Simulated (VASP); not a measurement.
# ZrTa2C2 (P-3m1) in VASP: notebook

Runs on ZrTa2C2. Level: PBE. Tasks: single point, relaxation of cell and atoms.

Everything below comes from runs of VASP 6.6.1. Logs are shortened: lines on timing, memory, paths and dates and some standing lists are left out, and cuts for length are marked.

**1. The cell of the first run**

Symmetry: P-3m1, No. 164, trigonal system. Conventional cell: a = 3.528 Å, b = 3.528 Å, c = 6.255 Å, α = 90.00°, β = 90.00°, γ = 120.00°. Within 3.6 Å of Zr (site symmetry -3m) lie 6 Ta at 2.73 Å and 6 C at 3.11 Å and 6 Zr at 3.53 Å. Within 2.8 Å of Ta (site symmetry 3m) lie 4 C at 2.09 to 2.10 Å and 3 Zr at 2.73 Å. Within 2.8 Å of C (site symmetry 3m) lie 4 Ta at 2.09 to 2.10 Å and 3 C at 2.57 Å.

The cell was built from a structure type or drawn by symmetry, and may not be a known phase.

**2. Single point, PBE**

The input, INCAR:

```
SYSTEM = ZrTa2C2
PREC = Accurate ; ENCUT = 520
EDIFF = 1E-6 ; ISMEAR = 0
SIGMA = 0.1 ; LREAL = .FALSE.
LASPH = .TRUE. ; NELM = 100
ALGO = Normal ; ISIF = 2
LWAVE = .FALSE. ; LCHARG = .TRUE.
GGA = PE ; LELF = .TRUE.
LVHAR = .TRUE. ; NBANDS = 29
```

The input, KPOINTS:

```
Automatic mesh
0
G
  6 6 4
  0 0 0
```

The input, POSCAR:

```
ZrTa2C2
1.0
    3.5281359000      0.0000000000      0.0000000000
   -1.7640679500      3.0554553200      0.0000000000
    0.0000000000      0.0000000000      6.2553699000
Zr Ta C
1 2 2
Direct
    0.0000000000      0.0000000000      0.0000000000
    0.3333333300      0.6666666700      0.2909138500
    0.6666666700      0.3333333300      0.7090861500
    0.3333333300      0.6666666700      0.6253127500
    0.6666666700      0.3333333300      0.3746872500
```

Potentials or basis: VASP PAW PBE potentials, release 64 (Zr_sv, Ta_pv, C).

Command:

```sh
$ cat potpaw_PBE.64/Zr_sv/POTCAR potpaw_PBE.64/Ta_pv/POTCAR potpaw_PBE.64/C/POTCAR > POTCAR
$ mpirun -np 1 vasp_std > vasp.out
```

OUTCAR:

```text
SYSTEM = ZrTa2C2
   PREC = Accurate
   ENCUT = 520
   EDIFF = 1E-6
   ISMEAR = 0
   LREAL = .FALSE.
   LASPH = .TRUE.
   NELM = 100
   ISIF = 2
   GGA = PE

 ion  position               nearest neighbor table
   1  0.000  0.000  0.000-   2 2.73   3 2.73   3 2.73   2 2.73   3 2.73   2 2.73
   2  0.333  0.667  0.291-   4 2.09   5 2.10   5 2.10   5 2.10   1 2.73   1 2.73   1 2.73   3 3.32
                             3 3.32   3 3.32
   3  0.667  0.333  0.709-   5 2.09   4 2.10   4 2.10   4 2.10   1 2.73   1 2.73   1 2.73   2 3.32
                             2 3.32   2 3.32
   4  0.333  0.667  0.625-   2 2.09   3 2.10   3 2.10   3 2.10
   5  0.667  0.333  0.375-   3 2.09   2 2.10   2 2.10   2 2.10

  LATTYP: Found a hexagonal cell.
 ALAT       =     3.5281359000
 C/A-ratio  =     1.7729957341

  Lattice vectors:

 A1 = (   3.5281359000,   0.0000000000,   0.0000000000)
 A2 = (  -1.7640679500,   3.0554553200,   0.0000000000)
 A3 = (   0.0000000000,   0.0000000000,   6.2553699000)

Analysis of symmetry for initial positions (statically):
=====================================================================
 Subroutine PRICEL returns:
 Original cell was already a primitive cell.

 Routine SETGRP: Setting up the symmetry group for a
 hexagonal supercell.

 Subroutine GETGRP returns: Found 12 space group operations
 (whereof 12 operations were pure point group operations)
 out of a pool of 24 trial point group operations.

The static configuration has the point symmetry D_3d.

Analysis of symmetry for dynamics (positions and initial velocities):
=====================================================================
 Subroutine PRICEL returns:
 Original cell was already a primitive cell.

 Routine SETGRP: Setting up the symmetry group for a
 hexagonal supercell.

 Subroutine GETGRP returns: Found 12 space group operations
 (whereof 12 operations were pure point group operations)
 out of a pool of 24 trial point group operations.

The dynamic configuration has the point symmetry D_3d.

 Subroutine INISYM returns: Found 12 space group operations
 (whereof 12 operations are pure point group operations),
 and found     1 'primitive' translations

----------------------------------------------------------------------------------------

                                     Primitive cell

  volume of cell :      67.4333

  direct lattice vectors                    reciprocal lattice vectors
     3.528135900  0.000000000  0.000000000     0.283435794  0.163641732  0.000000000
    -1.764067950  3.055455320  0.000000000     0.000000000  0.327283464  0.000000000
     0.000000000  0.000000000  6.255369900     0.000000000  0.000000000  0.159862649

  length of vectors
     3.528135900  3.528135902  6.255369900     0.327283464  0.327283464  0.159862649

  position of ions in fractional coordinates (direct lattice)
     0.000000000  0.000000000  0.000000000
     0.333333330  0.666666670  0.290913850
     0.666666670  0.333333330  0.709086150
     0.333333330  0.666666670  0.625312750
     0.666666670  0.333333330  0.374687250

  ion indices of the primitive-cell ions
   primitive index   ion index
                 1           1
                 2           2
                 3           3
                 4           4
                 5           5

----------------------------------------------------------------------------------------

 KPOINTS: Automatic mesh

Automatic generation of k-mesh.
 Grid dimensions read from file:
 generate k-points for:    6    6    4

 Generating k-lattice:

  Cartesian coordinates                     Fractional coordinates (reciprocal lattice)
     0.047239299  0.027273622  0.000000000     0.166666667  0.000000000  0.000000000
     0.000000000  0.054547244  0.000000000     0.000000000  0.166666667  0.000000000
     0.000000000  0.000000000  0.039965662     0.000000000  0.000000000  0.250000000

  Length of vectors
     0.054547244  0.054547244  0.039965662

  Shift w.r.t. Gamma in fractional coordinates (k-lattice)
     0.000000000  0.000000000  0.000000000

 Subroutine IBZKPT returns following result:
 ===========================================

 Found     24 irreducible k-points:

 Following reciprocal coordinates:
            Coordinates               Weight
  0.000000  0.000000  0.000000      1.000000
  0.166667  0.000000  0.000000      6.000000
  0.333333  0.000000  0.000000      6.000000
  0.500000  0.000000  0.000000      3.000000
  0.166667  0.166667  0.000000      6.000000
  0.333333  0.166667  0.000000     12.000000
[... 16 lines left out ...]
  0.333333  0.166667  0.500000     12.000000
  0.333333  0.333333  0.500000      2.000000
   k-points           NKPTS =     24   k-points in BZ     NKDIM =     24   number of bands    NBANDS=     29
   number of dos      NEDOS =    301   number of ions     NIONS =      5
   total plane-waves  NPLWV =  37632
   dimension x,y,z NGX =    28 NGY =   28 NGZ =   48
   dimension x,y,z NGXF=    56 NGYF=   56 NGZF=   96
   ions per type =               1   2   2
   NGX,Y,Z   is equivalent  to a cutoff of  13.19, 13.19, 12.76 a.u.
   NGXF,Y,Z  is equivalent  to a cutoff of  26.39, 26.39, 25.51 a.u.
 SYSTEM =  ZrTa2C2
   PREC   = accura    normal or accurate (medium, high low for compatibility)
   ISTART =      0    job   : 0-new  1-cont  2-samecut
   ICHARG =      2    charge: 1-file 2-atom 10-const
   ISPIN  =      1    spin polarized calculation?
   LNONCOLLINEAR =      F non collinear calculations
   LSORBIT =      F    spin-orbit coupling
   LASPH  =      T    aspherical Exc in radial PAW
   ENCUT  =  520.0 eV  38.22 Ry    6.18 a.u.   6.56  6.56 11.63*2*pi/ulx,y,z
   NELM   =    100;   NELMIN=  2; NELMDL= -5     # of ELM steps
   EDIFF  = 0.1E-05   stopping-criterion for ELM
   LREAL  =      F    real-space projection
[... 7 lines left out ...]
   TEBEG  =    0.0;   TEEND  =   0.0 temperature during run
   PSTRESS=    0.0 pullay stress
   NELECT =      42.0000    total number of electrons
   NUPDOWN=      -1.0000    fix difference up-down
   EMIN   =  10.00;   EMAX   =-10.00  energy-range for DOS
   EFERMI =   0.00;   METHOD = LEGACY
   ISMEAR =     0;   SIGMA  =   0.10  broadening in eV -4-tet -1-fermi 0-gaus
   EFERMI_NEDOS =   21; number of points for ismear=-14 and -15
   IALGO  =     38    algorithm
   IMIX   =      4    mixing-type and parameters
     AMIX     =   0.40;   BMIX     =  1.00
     AMIX_MAG =   1.60;   BMIX_MAG =  1.00
  volume/ion in A,a.u.               =      13.49        91.01
  Fermi-wavevector in a.u.,A,eV,Ry     =   1.398084  2.641995 26.594466  1.954638
  Thomas-Fermi vector in A             =   2.521277
   LORBIT       =      0    0 simple, 1 ext, 2 COOP (PROOUT), +10 PAW based schemes
   GGA     = PE    functional components
   LHFCALC =     F    Hartree Fock is set to
   AEXX    =    0.0000 exact exchange contribution
   IVDW    =     0    specifies the selected vdW correction
   LEPSILON=     F    determine dielectric tensor
   LRPA    =     F    only Hartree local field effects (RPA)
 non-spin polarized calculation
 Gauss-broadening in eV      SIGMA  =   0.10
  energy-cutoff  :      520.00
  volume of cell :       67.43
 maximum number of plane-waves:      1847
 NGX is ok and might be reduce to    28
   NGX = 13   NGY = 13   NGZ = 23

 number of electron      42.0000002 magnetization

 Free energy of the ion-electron system (eV)
  ---------------------------------------------------
  ext. energy  EPLUGINS =         0.00000000
  ---------------------------------------------------
  free energy    TOTEN  =       -46.34098912 eV

  energy without entropy =      -46.32501928  energy(sigma->0) =      -46.33300420

 E-fermi :   7.9197     XC(G=0): -12.3703

 val. band max:        7.8769403717   @ k =   0.1667   0.1667   0.0000
 cond. band min:       7.9550089662   @ k =   0.3333   0.3333   0.2500
 fundamental gap:      0.0780685944
 Fermi energy:         7.9197073206

 k-point     1 :       0.0000    0.0000    0.0000
  band No.  band energies     occupation
      1     -40.1286      2.00000
      2     -26.5676      2.00000
      3     -26.3909      2.00000
      4     -26.3909      2.00000
      5     -26.3505      2.00000
      6     -26.3461      2.00000
[... 21 lines left out ...]
     28      12.1051      0.00000
     29      12.3400      0.00000

 k-point     2 :       0.1667    0.0000    0.0000
  band No.  band energies     occupation
      1     -40.1207      2.00000
      2     -26.5739      2.00000
      3     -26.4672      2.00000
      4     -26.4109      2.00000
      5     -26.3796      2.00000
      6     -26.3541      2.00000
[... 21 lines left out ...]
     28      11.9983      0.00000
     29      13.3688      0.00000

 k-point     3 :       0.3333    0.0000    0.0000
  band No.  band energies     occupation
      1     -40.1046      2.00000
      2     -26.5956      2.00000
      3     -26.5756      2.00000
      4     -26.4481      2.00000
      5     -26.4399      2.00000
      6     -26.3728      2.00000
[... 21 lines left out ...]
     28      12.2176      0.00000
     29      12.3992      0.00000

 k-point     4 :       0.5000    0.0000    0.0000
  band No.  band energies     occupation
      1     -40.0966      2.00000
      2     -26.6281      2.00000
      3     -26.6099      2.00000
      4     -26.4658      2.00000
      5     -26.4609      2.00000
      6     -26.3829      2.00000
[... 597 lines left out ...]
     28      12.1561      0.00000
     29      12.7333      0.00000

 k-point    23 :       0.3333    0.1667    0.5000
  band No.  band energies     occupation
      1     -40.0966      2.00000
      2     -26.6217      2.00000
      3     -26.5843      2.00000
      4     -26.5008      2.00000
      5     -26.4281      2.00000
      6     -26.4044      2.00000
[... 21 lines left out ...]
     28      12.1327      0.00000
     29      12.3473      0.00000

 k-point    24 :       0.3333    0.3333    0.5000
  band No.  band energies     occupation
      1     -40.0925      2.00000
      2     -26.5984      2.00000
      3     -26.5984      2.00000
      4     -26.5662      2.00000
      5     -26.4416      2.00000
      6     -26.3834      2.00000
[... 21 lines left out ...]
     28      12.5932      0.00000
     29      12.5933      0.00000

------------------------ aborting loop because EDIFF is reached ----------------------------------------

  FORCE on cell =-STRESS in cart. coord.  units (eV):
  Direction    XX          YY          ZZ          XY          YZ          ZX
  --------------------------------------------------------------------------------------
  -------------------------------------------------------------------------------------
  Total       10.2578462     10.2578463     16.7298488      0.0000000      0.0000000     -0.0000000
  in kB      243.7207627    243.7207631    397.4919697      0.0000000      0.0000000     -0.0000000
  external PRESSURE =     294.9778319 kB  Pullay stress =       0.0000000 kB

 VOLUME and BASIS-vectors are now :
 -----------------------------------------------------------------------------
  energy-cutoff  :      520.00
  volume of cell :       67.43
      direct lattice vectors                 reciprocal lattice vectors
     3.528135900  0.000000000  0.000000000     0.283435794  0.163641732  0.000000000
    -1.764067950  3.055455320  0.000000000     0.000000000  0.327283464  0.000000000
     0.000000000  0.000000000  6.255369900     0.000000000  0.000000000  0.159862649

 POSITION                                       TOTAL-FORCE (eV/Angst)
 -----------------------------------------------------------------------------------
      0.00000      0.00000      0.00000         0.000000      0.000000      0.000000
     -0.00000      2.03697      1.81977         0.000000      0.000000      3.291921
      1.76407      1.01849      4.43560        -0.000000     -0.000000     -3.291921
     -0.00000      2.03697      3.91156        -0.000000      0.000000      3.782050
      1.76407      1.01849      2.34381         0.000000     -0.000000     -3.782050
 -----------------------------------------------------------------------------------
    total drift:                                0.000000      0.000000      0.000000

  FREE ENERGIE OF THE ION-ELECTRON SYSTEM (eV)
  ---------------------------------------------------
  free  energy   TOTEN  =       -46.3409891211 eV

  energy  without entropy=      -46.3250192756  energy(sigma->0) =      -46.33300420
```

It took 1.7 min on 1 thread of Intel Xeon 8259CL, shared host; peak memory 0.21 GiB.

What came out:

```
Free energy            : -46.3410 eV
Pressure               : 29.5 GPa
Largest force          : 3.782 eV/Å
Band gap on the k mesh : zero (bands 21 and 22 overlap by 0.65 eV)
```

Forces in eV/Å, atoms in the order of the input:
```
Zr   0.000  0.000  0.000
Ta   0.000  0.000  3.292
Ta   0.000  0.000 -3.292
C    0.000  0.000  3.782
C    0.000  0.000 -3.782
```

Levels at points of the mesh, in eV from the Fermi level:
| k point | band 17 | band 18 | band 19 | band 20 | band 21 | band 22 | band 23 | band 24 | band 25 | band 26 |
| --- | --- | --- | --- | --- | --- | --- | --- | --- | --- | --- |
| (0.00, 0.00, 0.00) | -3.97 | -3.80 | -1.77 | -1.24 | -1.24 | 1.50 | 1.93 | 1.93 | 2.02 | 2.02 |
| (0.50, 0.00, 0.00) | -2.94 | -2.41 | -1.08 | -0.64 | -0.23 | -0.22 | 1.53 | 1.58 | 1.82 | 2.95 |
| (0.00, 0.00, 0.50) | -4.36 | -4.36 | -1.15 | -1.15 | -0.65 | 1.03 | 1.03 | 2.40 | 2.40 | 3.20 |
| (0.50, 0.00, 0.50) | -2.66 | -1.35 | -0.92 | -0.25 | -0.18 | 0.99 | 1.00 | 1.70 | 1.87 | 2.11 |

Caveat: the cell stands under pressure; spin-orbit coupling is left out, which moves the levels of the heavy elements; forces of over 1 eV/Å act on the atoms, so gaps and moduli don't describe the material at rest.

[end of part 1 of 3]
